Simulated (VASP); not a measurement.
# SiNi3 (Pm-3m) in VASP: notebook

Runs on SiNi3. Level: PBE. Tasks: single point.

Program: VASP 6.6.1. These are calculated values, not measurements. Logs are shortened: lines on timing, memory, paths and dates and some standing lists are left out, and cuts for length are marked.

**1. The cell of the first run**

It takes space group Pm-3m (No. 221, cubic). Conventional cell: a = 3.542 Å, b = 3.542 Å, c = 3.542 Å, α = 90.00°, β = 90.00°, γ = 90.00°. Ni (site symmetry 4/mmm) has 8 Ni at 2.50 Å and 4 Si at 2.50 Å within 3.3 Å. Within 3.3 Å of Si (site symmetry m-3m) lie 12 Ni at 2.50 Å.

**2. Single point, PBE, collinear spin, ferromagnetic start**

The input, INCAR:

```
SYSTEM = SiNi3
  ALGO = Fast
  EDIFF = 1E-6
  ENCUT = 520
  GGA = PE
  ISIF = 2
  ISMEAR = 0
  ISPIN = 2
  LASPH = .TRUE.
  LCHARG = .FALSE.
  LMAXMIX = 4
  LORBIT = 11
  LREAL = .FALSE.
  LWAVE = .FALSE.
  MAGMOM = 1 1 1 0
  NBANDS = 29
  NELM = 150
  PREC = Accurate
  SIGMA = 0.014
```

The input, KPOINTS:

```
k-points
0
G
  8 8 8
  0 0 0
```

The input, POSCAR:

```
SiNi3
1.0
    3.5420000000      0.0000000000      0.0000000000
    0.0000000000      3.5420000000      0.0000000000
    0.0000000000      0.0000000000      3.5420000000
Ni Si
3 1
Direct
    0.5000000000      0.5000000000      0.0000000000
    0.5000000000      0.0000000000      0.5000000000
    0.0000000000      0.5000000000      0.5000000000
    0.0000000000      0.0000000000      0.0000000000
```

Potentials or basis: VASP PAW PBE potentials, release 64 (Ni, Si).

Run with:

```sh
$ cat potpaw_PBE.64/Ni/POTCAR potpaw_PBE.64/Si/POTCAR > POTCAR
$ mpirun -np 1 vasp_std > vasp.out
```

OUTCAR:

```text
SYSTEM = SiNi3
   EDIFF = 1E-6
   ENCUT = 520
   GGA = PE
   ISIF = 2
   ISMEAR = 0
   ISPIN = 2
   LASPH = .TRUE.
   LORBIT = 11
   LREAL = .FALSE.
   NELM = 150
   PREC = Accurate

 ion  position               nearest neighbor table
   1  0.500  0.500  0.000-   2 2.50   3 2.50   4 2.50   2 2.50   3 2.50   2 2.50   4 2.50   2 2.50
                             3 2.50   4 2.50   3 2.50   4 2.50
   2  0.500  0.000  0.500-   1 2.50   3 2.50   4 2.50   1 2.50   4 2.50   1 2.50   3 2.50   1 2.50
                             3 2.50   4 2.50   4 2.50   3 2.50
   3  0.000  0.500  0.500-   1 2.50   2 2.50   4 2.50   1 2.50   4 2.50   2 2.50   4 2.50   4 2.50
                             1 2.50   2 2.50   1 2.50   2 2.50
   4  0.000  0.000  0.000-   1 2.50   2 2.50   3 2.50   2 2.50   3 2.50   1 2.50   3 2.50   3 2.50
                             1 2.50   2 2.50   2 2.50   1 2.50

  LATTYP: Found a simple cubic cell.
 ALAT       =     3.5420000000

  Lattice vectors:

 A1 = (   3.5420000000,   0.0000000000,   0.0000000000)
 A2 = (   0.0000000000,   3.5420000000,   0.0000000000)
 A3 = (   0.0000000000,   0.0000000000,   3.5420000000)

Analysis of symmetry for initial positions (statically):
=====================================================================
 Subroutine PRICEL returns:
 Original cell was already a primitive cell.

 Routine SETGRP: Setting up the symmetry group for a
 simple cubic supercell.

 Subroutine GETGRP returns: Found 48 space group operations
 (whereof 48 operations were pure point group operations)
 out of a pool of 48 trial point group operations.

The static configuration has the point symmetry O_h .

Analysis of symmetry for dynamics (positions and initial velocities):
=====================================================================
 Subroutine PRICEL returns:
 Original cell was already a primitive cell.

 Routine SETGRP: Setting up the symmetry group for a
 simple cubic supercell.

 Subroutine GETGRP returns: Found 48 space group operations
 (whereof 48 operations were pure point group operations)
 out of a pool of 48 trial point group operations.

The dynamic configuration has the point symmetry O_h .

Analysis of structural, dynamic, and magnetic symmetry:
=====================================================================
 Subroutine PRICEL returns:
 Original cell was already a primitive cell.

 Routine SETGRP: Setting up the symmetry group for a
 simple cubic supercell.

 Subroutine GETGRP returns: Found 48 space group operations
 (whereof 48 operations were pure point group operations)
 out of a pool of 48 trial point group operations.

[... 129 lines left out ...]
   GGA     = PE    functional components
   LHFCALC =     F    Hartree Fock is set to
   AEXX    =    0.0000 exact exchange contribution
   IVDW    =     0    specifies the selected vdW correction
   LEPSILON=     F    determine dielectric tensor
   LRPA    =     F    only Hartree local field effects (RPA)
 spin polarized calculation
 RMM-DIIS sequential band-by-band and
 Gauss-broadening in eV      SIGMA  =   0.01
  energy-cutoff  :      520.00
  volume of cell :       44.44
 maximum number of plane-waves:      1222
 NGX is ok and might be reduce to    28
   NGX = 13   NGY = 13   NGZ = 13

 number of electron      33.9999986 magnetization       0.5757319

 number of electron      33.9999988 magnetization      -0.0005415

 Free energy of the ion-electron system (eV)
  ---------------------------------------------------
  ext. energy  EPLUGINS =         0.00000000
  ---------------------------------------------------
  free energy    TOTEN  =       -23.65359781 eV

  energy without entropy =      -23.65330665  energy(sigma->0) =      -23.65345223

 E-fermi :  10.2190     XC(G=0): -12.9306

 val. band max:       10.2177736150   @ k =   0.5000   0.3750   0.3750
 cond. band min:      10.2339118939   @ k =   0.0000   0.0000   0.0000
 fundamental gap:      0.0161382790
 Fermi energy:        10.2189605200

 spin component 1

 k-point     1 :       0.0000    0.0000    0.0000
  band No.  band energies     occupation
      1      -1.4830      1.00000
      2       5.5269      1.00000
      3       6.3358      1.00000
      4       6.3358      1.00000
      5       6.8339      1.00000
      6       6.8339      1.00000
[... 757 lines left out ...]
     28      24.8324      0.00000
     29      26.9688      0.00000

 [... further k-points ...]

 spin component 2

 k-point     1 :       0.0000    0.0000    0.0000
  band No.  band energies     occupation
      1      -1.4830      1.00000
      2       5.5268      1.00000
      3       6.3357      1.00000
      4       6.3357      1.00000
      5       6.8337      1.00000
      6       6.8337      1.00000
[... 757 lines left out ...]
     28      24.8323      0.00000
     29      26.9849      0.00000

 [... further k-points ...]
[... 5 lines left out ...]
  --------------------------------------------------------------------------------------
  -------------------------------------------------------------------------------------
  Total       -1.6647638     -1.6647638     -1.6647638      0.0000000     -0.0000000      0.0000000
  in kB      -60.0229768    -60.0229768    -60.0229768      0.0000000     -0.0000000      0.0000000
  external PRESSURE =     -60.0229768 kB  Pullay stress =       0.0000000 kB

 VOLUME and BASIS-vectors are now :
 -----------------------------------------------------------------------------
  energy-cutoff  :      520.00
  volume of cell :       44.44
      direct lattice vectors                 reciprocal lattice vectors
     3.542000000  0.000000000  0.000000000     0.282326369  0.000000000  0.000000000
     0.000000000  3.542000000  0.000000000     0.000000000  0.282326369  0.000000000
     0.000000000  0.000000000  3.542000000     0.000000000  0.000000000  0.282326369

 POSITION                                       TOTAL-FORCE (eV/Angst)
 -----------------------------------------------------------------------------------
      1.77100      1.77100      0.00000         0.000000      0.000000      0.000000
      1.77100      0.00000      1.77100         0.000000      0.000000      0.000000
      0.00000      1.77100      1.77100         0.000000      0.000000      0.000000
      0.00000      0.00000      0.00000         0.000000      0.000000      0.000000
 -----------------------------------------------------------------------------------
    total drift:                                0.000000      0.000000      0.000000

  FREE ENERGIE OF THE ION-ELECTRON SYSTEM (eV)
  ---------------------------------------------------
  free  energy   TOTEN  =       -23.6535978106 eV

  energy  without entropy=      -23.6533066500  energy(sigma->0) =      -23.65345223

 total charge

# of ion       s       p       d       tot
------------------------------------------
    1        0.471   0.538   8.395   9.404
    2        0.471   0.538   8.395   9.404
    3        0.471   0.538   8.395   9.404
    4        0.730   0.804   0.000   1.534
--------------------------------------------------
tot          2.143   2.419  25.185  29.747

 magnetization (x)

# of ion       s       p       d       tot
------------------------------------------
    1        0.000   0.000  -0.000  -0.000
    2        0.000   0.000  -0.000  -0.000
    3        0.000   0.000  -0.000  -0.000
    4        0.000   0.000   0.000   0.000
--------------------------------------------------
tot          0.000   0.000  -0.000  -0.000
```

OSZICAR:

```text
N       E                     dE             d eps       ncg     rms          rms(c)
DAV:   1     0.206970810651E+03    0.20697E+03   -0.14523E+04  4172   0.153E+03
DAV:   2    -0.126300718441E+02   -0.21960E+03   -0.20369E+03  4065   0.300E+02
DAV:   3    -0.268319745822E+02   -0.14202E+02   -0.13263E+02  4629   0.916E+01
DAV:   4    -0.270955851920E+02   -0.26361E+00   -0.26301E+00  4570   0.122E+01
DAV:   5    -0.271027290059E+02   -0.71438E-02   -0.71431E-02  4994   0.177E+00    0.198E+01
RMM:   6    -0.276786632583E+02   -0.57593E+00   -0.28367E+01  4626   0.532E+01    0.203E+01
RMM:   7    -0.237142340571E+02    0.39644E+01   -0.75873E+00  4364   0.277E+01    0.429E+00
RMM:   8    -0.236575185758E+02    0.56715E-01   -0.10765E-01  4402   0.235E+00    0.117E+00
RMM:   9    -0.236552265512E+02    0.22920E-02   -0.21826E-02  4892   0.107E+00    0.563E-01
RMM:  10    -0.236541192399E+02    0.11073E-02   -0.53263E-03  5275   0.405E-01    0.329E-01
RMM:  11    -0.236536912091E+02    0.42803E-03   -0.97473E-04  5539   0.181E-01    0.172E-01
RMM:  12    -0.236535869200E+02    0.10429E-03   -0.17983E-04  5108   0.974E-02    0.492E-02
RMM:  13    -0.236536005138E+02   -0.13594E-04   -0.57536E-05  5544   0.445E-02    0.252E-02
RMM:  14    -0.236535983603E+02    0.21535E-05   -0.13270E-05  5003   0.207E-02    0.103E-02
RMM:  15    -0.236535978106E+02    0.54973E-06   -0.29985E-06  3689   0.103E-02
   1 F= -.23653598E+02 E0= -.23653452E+02  d E =-.291161E-03  mag=    -0.0001
```

stdout:

```text
POSCAR found type information on POSCAR NiSi
 POSCAR found :  2 types and       4 ions
 scaLAPACK will be used
 LDA part: xc-table for (Slater+PW92), standard interpolation
 POSCAR, INCAR and KPOINTS ok, starting setup
 FFT: planning ... GRIDC
 FFT: planning ... GRID_SOFT
 FFT: planning ... GRID
 WAVECAR not read
 entering main loop
```

It took 73 s on 1 thread of AMD EPYC 7R43 (Zen 3), shared host; peak memory 0.18 GiB.

Results:

* Free energy: -23.6536 eV
* Pressure: -6.0 GPa
* Band gap on the k mesh: zero (filled and empty bands overlap)
* Net moment: 0.00 μB per cell
* Valence electrons inside the program's atomic spheres: Ni 9.40; Si 1.53

Levels at points of the mesh, in eV from the Fermi level:
Spin up:
| k point | band 15 | band 16 | band 17 | band 18 | band 19 | band 20 |
| --- | --- | --- | --- | --- | --- | --- |
| (0.00, 0.00, 0.00) | -0.61 | -0.30 | 0.02 | 0.02 | 0.02 | 4.53 |
| (0.50, 0.00, 0.00) | -1.11 | -0.55 | 0.02 | 3.47 | 3.47 | 4.96 |
| (0.50, 0.50, 0.00) | -1.07 | -0.98 | -0.92 | 0.61 | 0.61 | 5.39 |
| (0.50, 0.50, 0.50) | -1.20 | -0.34 | -0.21 | -0.21 | -0.21 | 1.06 |
Spin down:
| k point | band 13 | band 14 | band 15 | band 16 | band 17 | band 18 | band 19 | band 20 | band 21 | band 22 |
| --- | --- | --- | --- | --- | --- | --- | --- | --- | --- | --- |
| (0.00, 0.00, 0.00) | -0.86 | -0.61 | -0.61 | -0.30 | 0.01 | 0.01 | 0.01 | 4.53 | 6.17 | 6.17 |
| (0.50, 0.00, 0.00) | -1.27 | -1.24 | -1.11 | -0.55 | 0.02 | 3.47 | 3.47 | 4.96 | 5.18 | 5.18 |
| (0.50, 0.50, 0.00) | -1.38 | -1.37 | -1.07 | -0.98 | -0.92 | 0.61 | 0.61 | 5.39 | 6.17 | 7.55 |
| (0.50, 0.50, 0.50) | -1.39 | -1.20 | -1.20 | -0.34 | -0.21 | -0.21 | -0.21 | 1.06 | 3.88 | 3.88 |

**3. Single point, PBE, collinear spin, ferromagnetic start**

The input, INCAR:

```
PREC = Accurate
ENCUT = 520
EDIFF = 1E-6
ISMEAR = 0
SIGMA = 0.015
LREAL = F
LASPH = T
NELM = 150
ALGO = Fast
ISIF = 2
LWAVE = F
LCHARG = F
ISPIN = 2
MAGMOM = 1 1 1 0
LORBIT = 11
LMAXMIX = 4
GGA = PE
NBANDS = 29
```

The input, KPOINTS:

```
Automatic mesh
0
Gamma
  8 8 8
```

POSCAR is that of step 2.

Potentials or basis: VASP PAW PBE potentials, release 64 (Ni, Si).

Run with:

```sh
$ cat potpaw_PBE.64/Ni/POTCAR potpaw_PBE.64/Si/POTCAR > POTCAR
$ mpirun -np 1 vasp_std > vasp.out
```

OUTCAR:

```text
PREC = Accurate
   ENCUT = 520
   EDIFF = 1E-6
   ISMEAR = 0
   LREAL = F
   LASPH = T
   NELM = 150
   ISIF = 2
   ISPIN = 2
   LORBIT = 11
   GGA = PE

 ion  position               nearest neighbor table
   1  0.500  0.500  0.000-   2 2.50   3 2.50   4 2.50   2 2.50   3 2.50   2 2.50   4 2.50   2 2.50
                             3 2.50   4 2.50   3 2.50   4 2.50
   2  0.500  0.000  0.500-   1 2.50   3 2.50   4 2.50   1 2.50   4 2.50   1 2.50   3 2.50   1 2.50
                             3 2.50   4 2.50   4 2.50   3 2.50
   3  0.000  0.500  0.500-   1 2.50   2 2.50   4 2.50   1 2.50   4 2.50   2 2.50   4 2.50   4 2.50
                             1 2.50   2 2.50   1 2.50   2 2.50
   4  0.000  0.000  0.000-   1 2.50   2 2.50   3 2.50   2 2.50   3 2.50   1 2.50   3 2.50   3 2.50
                             1 2.50   2 2.50   2 2.50   1 2.50

  LATTYP: Found a simple cubic cell.
 ALAT       =     3.5420000000

  Lattice vectors:

 A1 = (   3.5420000000,   0.0000000000,   0.0000000000)
 A2 = (   0.0000000000,   3.5420000000,   0.0000000000)
 A3 = (   0.0000000000,   0.0000000000,   3.5420000000)

Analysis of symmetry for initial positions (statically):
=====================================================================
 Subroutine PRICEL returns:
 Original cell was already a primitive cell.

 Routine SETGRP: Setting up the symmetry group for a
 simple cubic supercell.

 Subroutine GETGRP returns: Found 48 space group operations
 (whereof 48 operations were pure point group operations)
 out of a pool of 48 trial point group operations.

The static configuration has the point symmetry O_h .

Analysis of symmetry for dynamics (positions and initial velocities):
=====================================================================
 Subroutine PRICEL returns:
 Original cell was already a primitive cell.

 Routine SETGRP: Setting up the symmetry group for a
 simple cubic supercell.

[... 168 lines left out ...]
  ext. energy  EPLUGINS =         0.00000000
  ---------------------------------------------------
  free energy    TOTEN  =       -23.65361913 eV

  energy without entropy =      -23.65329249  energy(sigma->0) =      -23.65345581

 E-fermi :  10.2186     XC(G=0): -12.9306

 val. band max:       10.2177100588   @ k =   0.5000   0.3750   0.3750
 cond. band min:      10.2341263802   @ k =   0.0000   0.0000   0.0000
 fundamental gap:      0.0164163214
 Fermi energy:        10.2186336554

 spin component 1

 k-point     1 :       0.0000    0.0000    0.0000
  band No.  band energies     occupation
      1      -1.4830      1.00000
      2       5.5270      1.00000
      3       6.3357      1.00000
      4       6.3357      1.00000
      5       6.8339      1.00000
      6       6.8339      1.00000
[... 757 lines left out ...]
     28      24.8325      0.00000
     29      26.9687      0.00000

 [... further k-points ...]

 spin component 2

 k-point     1 :       0.0000    0.0000    0.0000
  band No.  band energies     occupation
      1      -1.4830      1.00000
      2       5.5269      1.00000
      3       6.3357      1.00000
      4       6.3357      1.00000
      5       6.8339      1.00000
      6       6.8339      1.00000
[... 757 lines left out ...]
     28      24.8324      0.00000
     29      26.9849      0.00000

 [... further k-points ...]
[... 5 lines left out ...]
  --------------------------------------------------------------------------------------
  -------------------------------------------------------------------------------------
  Total       -1.6645307     -1.6645307     -1.6645307      0.0000000      0.0000000     -0.0000000
  in kB      -60.0145714    -60.0145714    -60.0145714      0.0000000      0.0000000     -0.0000000
  external PRESSURE =     -60.0145714 kB  Pullay stress =       0.0000000 kB

 VOLUME and BASIS-vectors are now :
 -----------------------------------------------------------------------------
  energy-cutoff  :      520.00
  volume of cell :       44.44
      direct lattice vectors                 reciprocal lattice vectors
     3.542000000  0.000000000  0.000000000     0.282326369  0.000000000  0.000000000
     0.000000000  3.542000000  0.000000000     0.000000000  0.282326369  0.000000000
     0.000000000  0.000000000  3.542000000     0.000000000  0.000000000  0.282326369

 POSITION                                       TOTAL-FORCE (eV/Angst)
 -----------------------------------------------------------------------------------
      1.77100      1.77100      0.00000         0.000000      0.000000      0.000000
      1.77100      0.00000      1.77100         0.000000      0.000000      0.000000
      0.00000      1.77100      1.77100         0.000000      0.000000      0.000000
      0.00000      0.00000      0.00000         0.000000      0.000000      0.000000
 -----------------------------------------------------------------------------------
    total drift:                                0.000000      0.000000      0.000000

  FREE ENERGIE OF THE ION-ELECTRON SYSTEM (eV)
  ---------------------------------------------------
  free  energy   TOTEN  =       -23.6536191299 eV

  energy  without entropy=      -23.6532924934  energy(sigma->0) =      -23.65345581

 total charge

# of ion       s       p       d       tot
------------------------------------------
    1        0.471   0.538   8.395   9.404
    2        0.471   0.538   8.395   9.404
    3        0.471   0.538   8.395   9.404
    4        0.730   0.804   0.000   1.534
--------------------------------------------------
tot          2.143   2.419  25.185  29.747

 magnetization (x)

# of ion       s       p       d       tot
------------------------------------------
    1        0.000  -0.000  -0.000  -0.000
    2        0.000  -0.000  -0.000  -0.000
    3        0.000  -0.000  -0.000  -0.000
    4        0.000   0.000   0.000   0.000
--------------------------------------------------
tot          0.000   0.000  -0.000  -0.000
```

OSZICAR:

```text
N       E                     dE             d eps       ncg     rms          rms(c)
DAV:   1     0.206970793240E+03    0.20697E+03   -0.14523E+04  4172   0.153E+03
DAV:   2    -0.126301250755E+02   -0.21960E+03   -0.20369E+03  4065   0.300E+02
DAV:   3    -0.268320188446E+02   -0.14202E+02   -0.13264E+02  4629   0.916E+01
DAV:   4    -0.270956255427E+02   -0.26361E+00   -0.26301E+00  4570   0.122E+01
DAV:   5    -0.271027693261E+02   -0.71438E-02   -0.71431E-02  4994   0.177E+00    0.198E+01
RMM:   6    -0.276786057191E+02   -0.57584E+00   -0.28365E+01  4625   0.532E+01    0.203E+01
RMM:   7    -0.237143503432E+02    0.39643E+01   -0.75871E+00  4364   0.277E+01    0.429E+00
RMM:   8    -0.236575724150E+02    0.56778E-01   -0.10749E-01  4402   0.235E+00    0.117E+00
RMM:   9    -0.236552321834E+02    0.23402E-02   -0.21900E-02  4890   0.107E+00    0.564E-01
RMM:  10    -0.236541395568E+02    0.10926E-02   -0.53408E-03  5275   0.406E-01    0.331E-01
RMM:  11    -0.236537151739E+02    0.42438E-03   -0.97586E-04  5541   0.181E-01    0.173E-01
RMM:  12    -0.236536084608E+02    0.10671E-03   -0.18220E-04  5108   0.979E-02    0.483E-02
RMM:  13    -0.236536217993E+02   -0.13339E-04   -0.57537E-05  5533   0.446E-02    0.249E-02
RMM:  14    -0.236536197076E+02    0.20917E-05   -0.13265E-05  5006   0.206E-02    0.101E-02
RMM:  15    -0.236536191299E+02    0.57774E-06   -0.29010E-06  3674   0.102E-02
   1 F= -.23653619E+02 E0= -.23653456E+02  d E =-.326636E-03  mag=     0.0001
```

stdout:

```text
POSCAR found type information on POSCAR NiSi
 POSCAR found :  2 types and       4 ions
 scaLAPACK will be used
 LDA part: xc-table for (Slater+PW92), standard interpolation
 POSCAR, INCAR and KPOINTS ok, starting setup
 FFT: planning ... GRIDC
 FFT: planning ... GRID_SOFT
 FFT: planning ... GRID
 WAVECAR not read
 entering main loop
WARNING in EDDRMM: call to ZHEGV failed, returncode =   8  4     27
```

It took 74 s on 1 thread of AMD EPYC 7R43 (Zen 3), shared host; peak memory 0.17 GiB.

Results:

| Item | Value |
| --- | --- |
| Free energy | -23.6536 eV |
| Pressure | -6.0 GPa |
| Band gap on the k mesh | zero (filled and empty bands overlap) |
| Net moment | 0.00 μB per cell |
| Valence electrons inside the program's atomic spheres | Ni 9.40; Si 1.53 |

(Part 1 of 2 ends here.)
